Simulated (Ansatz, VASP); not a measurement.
N in VASP and in Ansatz

Contents of INCAR:

```
SYSTEM = N
ALGO = Normal
EDIFF = 1E-6
ENCUT = 520
GGA = PS
ISIF = 2
ISMEAR = -1
LASPH = .TRUE.
LCHARG = .FALSE.
LREAL = .FALSE.
LWAVE = .FALSE.
NBANDS = 30
NELM = 100
PREC = Accurate
SIGMA = 0.05
```

The input KPOINTS:

```
k-points
0
G
  5 5 5
  0 0 0
```

Contents of POSCAR:

```
N
1.0
    5.5973433535      0.0000000000      0.0000000000
    0.0000000000      5.5973433535      0.0000000000
    0.0000000000      0.0000000000      5.5973433535
N
8
Direct
    0.0573973300      0.4426026700      0.5573973300
    0.4426026700      0.5573973300      0.0573973300
    0.5573973300      0.0573973300      0.4426026700
    0.9426026700      0.9426026700      0.9426026700
    0.9426026700      0.5573973300      0.4426026700
    0.5573973300      0.4426026700      0.9426026700
    0.4426026700      0.9426026700      0.5573973300
    0.0573973300      0.0573973300      0.0573973300
```

The input input.yaml:

```yaml
crystal:
  lattice:
    - [5.5973433535, 0.0, 0.0]
    - [0.0, 5.5973433535, 0.0]
    - [0.0, 0.0, 5.5973433535]
  atoms:
    - { symbol: "N", position: [0.05739733, 0.44260267, 0.55739733] }
    - { symbol: "N", position: [0.44260267, 0.55739733, 0.05739733] }
    - { symbol: "N", position: [0.55739733, 0.05739733, 0.44260267] }
    - { symbol: "N", position: [0.94260267, 0.94260267, 0.94260267] }
    - { symbol: "N", position: [0.94260267, 0.55739733, 0.44260267] }
    - { symbol: "N", position: [0.55739733, 0.44260267, 0.94260267] }
    - { symbol: "N", position: [0.44260267, 0.94260267, 0.55739733] }
    - { symbol: "N", position: [0.05739733, 0.05739733, 0.05739733] }
kpoints:
  mp_grid: { grid: [5, 5, 5] }
scf:
  occupations: { method: fermi_dirac, width: 0.05 }
hamiltonian:
  xc: pbesol
  pseudopotentials: { kind: all_electron, lapw: { basis_error: 0.001 } }
output:
  forces: true
  stress: true
  eigenvalues: true
```

Change from the starting cell: volume scaled by 1.02.

Alike in both runs: task single point; functional PBEsol; k mesh 5 × 5 × 5; occupations fermi-dirac, width 0.05 eV; no spin polarisation.

```csv
,VASP,Ansatz
version,VASP 6.6.1,Ansatz 0.2.0
potentials or method,"VASP PAW PBE potentials, release 64 (N), cutoff 520 eV","all-electron LAPW, scalar-relativistic"
```

Ansatz gave:

| Property | Result |
| --- | --- |
| gap on the k mesh at the Fermi level (eV) | 7.20 |
| least direct gap on the mesh (eV) | 7.22 |
| pressure (GPa) | -2.0 |
| rms of the force components (eV/Å) | 1.055 |

Problem. Estimate VASP's values.

Solution. gap on the k mesh at the Fermi level (eV): 7.15; least direct gap on the mesh (eV): 7.17; pressure (GPa): -0.2; rms of the force components (eV/Å): 0.160.

VASP's potentials were made for PBE, not for PBEsol. Atom by atom the forces differ by 0.895 eV/Å (rms over components). One of these differences is far larger than is usual between the two programs; its cause wasn't traced. Ansatz ran all-electron here, and VASP with PAW potentials.

Noted on VASP's run: the standard files for N, O and F lose accuracy on very short bonds.
